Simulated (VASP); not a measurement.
A run of VASP 6.6.1:

File POSCAR:

```
BN
1.0
    2.4982400000      0.0000000000      0.0000000000
   -1.2491200000      2.1635393048      0.0000000000
    0.0000000000      0.0000000000      6.6357000000
N B
2 2
Direct
    0.6666666667      0.3333333333      0.2500000000
    0.3333333333      0.6666666667      0.7500000000
    0.6666666667      0.3333333333      0.7500000000
    0.3333333333      0.6666666667      0.2500000000
```

INCAR.step1

```
  PREC = Accurate
  ENCUT = 520
  EDIFF = 1E-5
  ISMEAR = -1
  SIGMA = 0.05
  LREAL = F
  LASPH = T
  NELM = 80
  ALGO = Normal
  ISIF = 2
  LWAVE = T
  LCHARG = F
  GGA = PE
  NBANDS = 16
```

Contents of INCAR.step2:

```
  PREC = Accurate
  ENCUT = 520
  EDIFF = 1E-7
  ISMEAR = -1
  SIGMA = 0.05
  LREAL = F
  LASPH = T
  NELM = 80
  ALGO = Normal
  ISIF = 2
  LWAVE = F
  LCHARG = F
  METAGGA = R2SCAN
  LHFCALC = T
  AEXX = 0.1
  LMIXTAU = T
  PRECFOCK = Normal
  ISTART = 1
  NBANDS = 16
```

File KPOINTS:

```
regular mesh
0
Gamma
  7 7 3
```

Potentials or basis: VASP PAW PBE potentials, release 64 (N, B).

The run is started by

```console
$ cat potpaw_PBE.64/N/POTCAR potpaw_PBE.64/B/POTCAR > POTCAR
$ cp INCAR.step1 INCAR
$ mpirun -np 1 vasp_std > vasp.out
$ cp INCAR.step2 INCAR
$ mpirun -np 1 vasp_std > vasp.out
```

Hardware: 1 thread of Intel(R) Xeon(R) Platinum 8259CL CPU @ 2.50GHz (Skylake/Cascade Lake) (shared host).

Question: Estimate the wall time of this run.

Answer: It took 22 min on 1 thread of Intel(R) Xeon(R) Platinum 8259CL CPU @ 2.50GHz (Skylake/Cascade Lake), on a shared host, peak memory 0.16 GiB. Counts: k points 16.
